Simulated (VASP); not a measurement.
Crystal: Ge.

```
Ge
1.0
    -2.49590    2.65086    1.43695
     2.49590   -2.65086    1.43695
     2.49590    2.65086   -1.43695
Ge
2
Direct
  0.68594 0.93594 0.75000
  0.31406 0.06406 0.25000
```

Base run:

```yaml
Program: VASP 6.6.1
Functional: r2SCAN
Potentials_or_basis: VASP PAW PBE potentials, release 64 (Ge_d)
Cutoff: 520 eV
k_mesh: 15 × 15 × 15
Occupations: fermi-dirac, width 0.03 eV
Spin: no spin polarisation
```

Its results: band gap on the k mesh zero (bands 14 and 15 overlap by 6.13 eV); pressure -1.6 GPa; largest force 0.071 eV/Å.

The run is repeated on the same cell with these changes: functional from r2SCAN to PBE. What comes out?

Band gap on the k mesh zero (bands 14 and 15 overlap by 5.83 eV); pressure 1.1 GPa; largest force 0.040 eV/Å.

Caveats: the PAW data sets were made with another functional, which shifts forces and pressure a little (at least some runs).
